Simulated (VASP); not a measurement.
# Pt in VASP: single point with PBE

Aim: the single point of Pt with PBE.

Everything below comes from runs of VASP 6.6.1. Logs are shortened: lines on timing, memory, paths and dates and some standing lists are left out, and cuts for length are marked.

## (1) The cell of the first run

The cell holds a atom, 1 atom: a = 14.000 Å, b = 14.400 Å, c = 14.800 Å, α = 90.00°, β = 90.00°, γ = 90.00°.

## (2) Single point, PBE, collinear spin, ferromagnetic start

File INCAR:

```
PREC = Accurate
ENCUT = 520
EDIFF = 1E-7
ISMEAR = -1
SIGMA = 0.01
LREAL = False
LASPH = True
NELM = 150
ALGO = Normal
ISIF = 2
LWAVE = False
LCHARG = False
ISPIN = 2
MAGMOM = 2
LORBIT = 11
LMAXMIX = 4
GGA = PE
NBANDS = 15
ISYM = 0
```

File KPOINTS:

```
Automatic mesh
0
Gamma
  1 1 1
```

File POSCAR:

```
Pt
1.0
   14.0000000000      0.0000000000      0.0000000000
    0.0000000000     14.4000000000      0.0000000000
    0.0000000000      0.0000000000     14.8000000000
Pt
1
Direct
    0.5000000000      0.5000000000      0.5000000000
```

Potentials or basis: VASP PAW PBE potentials, release 64 (Pt).

Run with:

```
cat potpaw_PBE.64/Pt/POTCAR > POTCAR
mpirun -np 1 vasp_gam > vasp.out
```

OUTCAR:

```text
PREC = Accurate
   ENCUT = 520
   EDIFF = 1E-7
   ISMEAR = -1
   LREAL = False
   LASPH = True
   NELM = 150
   ISIF = 2
   ISPIN = 2
   LORBIT = 11
   GGA = PE
   ISYM = 0

 ion  position               nearest neighbor table
   1  0.500  0.500  0.500-

IMPORTANT INFORMATION: All symmetrisations will be switched off!
NOSYMM: (Re-)initialisation of all symmetry stuff for point group C_1.

----------------------------------------------------------------------------------------

                                     Primitive cell

  volume of cell :    2983.6800

  direct lattice vectors                    reciprocal lattice vectors
    14.000000000  0.000000000  0.000000000     0.071428571  0.000000000  0.000000000
     0.000000000 14.400000000  0.000000000     0.000000000  0.069444444  0.000000000
     0.000000000  0.000000000 14.800000000     0.000000000  0.000000000  0.067567568

  length of vectors
    14.000000000 14.400000000 14.800000000     0.071428571  0.069444444  0.067567568

  position of ions in fractional coordinates (direct lattice)
     0.500000000  0.500000000  0.500000000

  ion indices of the primitive-cell ions
   primitive index   ion index
                 1           1

----------------------------------------------------------------------------------------

 KPOINTS: Automatic mesh

Automatic generation of k-mesh.
 Grid dimensions read from file:
 generate k-points for:    1    1    1

 Generating k-lattice:

  Cartesian coordinates                     Fractional coordinates (reciprocal lattice)
     0.071428571  0.000000000  0.000000000     1.000000000  0.000000000  0.000000000
     0.000000000  0.069444444  0.000000000     0.000000000  1.000000000  0.000000000
     0.000000000  0.000000000  0.067567568     0.000000000  0.000000000  1.000000000

  Length of vectors
     0.071428571  0.069444444  0.067567568

  Shift w.r.t. Gamma in fractional coordinates (k-lattice)
     0.000000000  0.000000000  0.000000000

 Subroutine IBZKPT returns following result:
 ===========================================

 Found      1 irreducible k-points:

 Following reciprocal coordinates:
            Coordinates               Weight
  0.000000  0.000000  0.000000      1.000000
   k-points           NKPTS =      1   k-points in BZ     NKDIM =      1   number of bands    NBANDS=     15
   number of dos      NEDOS =    301   number of ions     NIONS =      1
   total plane-waves  NPLWV = ******
   dimension x,y,z NGX =   108 NGY =  108 NGZ =  112
   dimension x,y,z NGXF=   216 NGYF=  216 NGZF=  224
   ions per type =               1
   NGX,Y,Z   is equivalent  to a cutoff of  12.82, 12.47, 12.58 a.u.
   NGXF,Y,Z  is equivalent  to a cutoff of  25.65, 24.94, 25.16 a.u.
 SYSTEM =  unknown system
   PREC   = accura    normal or accurate (medium, high low for compatibility)
   ISTART =      0    job   : 0-new  1-cont  2-samecut
   ICHARG =      2    charge: 1-file 2-atom 10-const
   ISPIN  =      2    spin polarized calculation?
   LNONCOLLINEAR =      F non collinear calculations
   LSORBIT =      F    spin-orbit coupling
   LASPH  =      T    aspherical Exc in radial PAW
   ENCUT  =  520.0 eV  38.22 Ry    6.18 a.u.  26.03 26.77 27.52*2*pi/ulx,y,z
   NELM   =    150;   NELMIN=  2; NELMDL= -5     # of ELM steps
   EDIFF  = 0.1E-06   stopping-criterion for ELM
   LREAL  =      F    real-space projection
   EDIFFG = 0.1E-05   stopping-criterion for IOM
   NSW    =      0    number of steps for IOM
   IBRION =     -1    ionic relax: 0-MD 1-quasi-New 2-CG
   NFREE  =      0    steps in history (QN), initial steepest desc. (CG)
   ISIF   =      2    stress and relaxation
   ISYM   =      0    0-nonsym 1-usesym 2-fastsym
   POTIM  = 0.5000    time-step for ionic-motion
   TEBEG  =    0.0;   TEEND  =   0.0 temperature during run
   PSTRESS=    0.0 pullay stress
   NELECT =      10.0000    total number of electrons
   NUPDOWN=      -1.0000    fix difference up-down
   EMIN   =  10.00;   EMAX   =-10.00  energy-range for DOS
   EFERMI =   0.00;   METHOD = LEGACY
   ISMEAR =    -1;   SIGMA  =   0.01  broadening in eV -4-tet -1-fermi 0-gaus
   EFERMI_NEDOS =   21; number of points for ismear=-14 and -15
   IALGO  =     38    algorithm
   IMIX   =      4    mixing-type and parameters
     AMIX     =   0.40;   BMIX     =  1.00
     AMIX_MAG =   1.60;   BMIX_MAG =  1.00
  volume/ion in A,a.u.               =    2983.68     20134.87
  Fermi-wavevector in a.u.,A,eV,Ry     =   0.244995  0.462974  0.816657  0.060023
  Thomas-Fermi vector in A             =   1.055438
   LORBIT       =     11    0 simple, 1 ext, 2 COOP (PROOUT), +10 PAW based schemes
   GGA     = PE    functional components
   LHFCALC =     F    Hartree Fock is set to
   AEXX    =    0.0000 exact exchange contribution
   IVDW    =     0    specifies the selected vdW correction
   LEPSILON=     F    determine dielectric tensor
   LRPA    =     F    only Hartree local field effects (RPA)
 spin polarized calculation
  energy-cutoff  :      520.00
  volume of cell :     2983.68
 maximum number of plane-waves:     40220
 NGX is ok and might be reduce to   108
   NGX = 53   NGY = 53   NGZ = 55

 number of electron      10.0000001 magnetization       2.0000000

 Free energy of the ion-electron system (eV)
  ---------------------------------------------------
  ext. energy  EPLUGINS =         0.00000000
  ---------------------------------------------------
  free energy    TOTEN  =        -0.50322606 eV

  energy without entropy =       -0.47820594  energy(sigma->0) =       -0.49071600

 E-fermi :  -5.5271     XC(G=0):  -0.3142

 val. band max:       -5.5409313654   @ k =   0.0000   0.0000   0.0000
 cond. band min:      -4.9922935131   @ k =   0.0000   0.0000   0.0000
 fundamental gap:      0.5486378523
 Fermi energy:        -5.5270689755

 spin component 1

 k-point     1 :       0.0000    0.0000    0.0000
  band No.  band energies     occupation
      1      -6.4224      1.00000
      2      -6.4224      1.00000
      3      -6.4224      1.00000
      4      -6.4224      1.00000
      5      -6.4224      1.00000
      6      -5.9997      1.00000
      7      -1.0017      0.00000
      8      -1.0006      0.00000
      9      -0.9993      0.00000
     10      -0.0927      0.00000
     11       0.6220      0.00000
     12       0.6547      0.00000
     13       0.6952      0.00000
     14       0.7805      0.00000
     15       0.8186      0.00000
 Fermi energy:        -5.5270689755

 spin component 2

 k-point     1 :       0.0000    0.0000    0.0000
  band No.  band energies     occupation
      1      -5.5409      0.80001
      2      -5.5409      0.80000
      3      -5.5409      0.80000
      4      -5.5409      0.80000
      5      -5.5409      0.79999
      6      -4.9923      0.00000
      7      -0.3496      0.00000
      8      -0.3468      0.00000
      9      -0.3433      0.00000
     10       0.0322      0.00000
     11       0.7055      0.00000
     12       0.7464      0.00000
     13       0.8304      0.00000
     14       0.8729      0.00000
     15       0.9057      0.00000

------------------------ aborting loop because EDIFF is reached ----------------------------------------

  FORCE on cell =-STRESS in cart. coord.  units (eV):
  Direction    XX          YY          ZZ          XY          YZ          ZX
  --------------------------------------------------------------------------------------
  -------------------------------------------------------------------------------------
  Total       -0.0128176     -0.0126847     -0.0125526     -0.0000163     -0.0000289      0.0000176
  in kB       -0.0068828     -0.0068114     -0.0067405     -0.0000088     -0.0000155      0.0000095
  external PRESSURE =      -0.0068116 kB  Pullay stress =       0.0000000 kB

 VOLUME and BASIS-vectors are now :
 -----------------------------------------------------------------------------
  energy-cutoff  :      520.00
  volume of cell :     2983.68
      direct lattice vectors                 reciprocal lattice vectors
    14.000000000  0.000000000  0.000000000     0.071428571  0.000000000  0.000000000
     0.000000000 14.400000000  0.000000000     0.000000000  0.069444444  0.000000000
     0.000000000  0.000000000 14.800000000     0.000000000  0.000000000  0.067567568

 POSITION                                       TOTAL-FORCE (eV/Angst)
 -----------------------------------------------------------------------------------
      7.00000      7.20000      7.40000         0.000000     -0.000000      0.000000
 -----------------------------------------------------------------------------------
    total drift:                                0.000000     -0.000000      0.000000

  FREE ENERGIE OF THE ION-ELECTRON SYSTEM (eV)
  ---------------------------------------------------
  free  energy   TOTEN  =        -0.5032260625 eV

  energy  without entropy=       -0.4782059414  energy(sigma->0) =       -0.49071600

 total charge

# of ion       s       p       d       tot
------------------------------------------
    1        0.513   0.000   8.157   8.669

 magnetization (x)

# of ion       s       p       d       tot
------------------------------------------
    1        0.513   0.000   0.916   1.428
```

Wall time 23 min (1 thread of AMD EPYC 7R13, shared host); peak memory 2.9 GiB.

What came out:

```
Free energy                                           : -0.5032 eV
Pressure                                              : 0.0 GPa
Band gap on the k mesh                                : zero (filled and empty bands touch)
Net moment                                            : 2.00 μB per cell
Site moments                                          : Pt +1.43 μB
Valence electrons inside the program's atomic spheres : Pt 8.67
```

Caveat: spin-orbit coupling is left out, which moves the levels of the heavy elements.
